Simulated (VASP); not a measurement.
Ba3Bi2: single point with PBE

Ba3Bi2:

```xyz
5
Lattice="6.0269 0.0000 0.0000 -3.0134 5.2194 0.0000 0.0000 0.0000 7.5686" Properties=species:S:1:pos:R:3 pbc="T T T"
Ba    0.0000    3.4796    6.1089
Ba    3.0134    1.7398    1.4597
Ba    0.0000    0.0000    3.7843
Bi    0.0000    3.4796    2.1705
Bi    3.0134    1.7398    5.3981
```

| Property | Result |
| --- | --- |
| Program | VASP 6.6.1 |
| Task | single point |
| Functional | PBE |
| Potentials or basis | VASP PAW PBE potentials, release 64 (Ba_sv, Bi_d) |
| Cutoff | 520 eV |
| k mesh | 3 × 3 × 3 |
| Occupations | gaussian, width 0.2 eV |
| Spin | no spin polarisation |

```yaml
Pressure: 0.1 GPa
Largest_force: 0.037 eV/Å
Band_gap_on_the_k_mesh: 0.27 eV, indirect (least direct gap 0.34 eV)
```

Forces in eV/Å, atoms in the order of the input:
```
Ba   0.000  0.000 -0.007
Ba   0.000  0.000  0.007
Ba   0.000  0.000  0.000
Bi   0.000  0.000  0.037
Bi   0.000  0.000 -0.037
```

Levels at points of the mesh, in eV from the valence-band top:
```tsv
k point	band 28	band 29	band 30	band 31	band 32	band 33
(0.00, 0.00, 0.00)	-1.00	-1.00	0.00	0.34	0.62	0.62
```

Wall time 50 s on 1 thread of Intel(R) Xeon(R) 6975P-C (Granite Rapids) (shared host), peak memory 0.34 GiB.

Caveat: spin-orbit coupling is left out, which moves the levels of the heavy elements. A k mesh can miss the band edges.
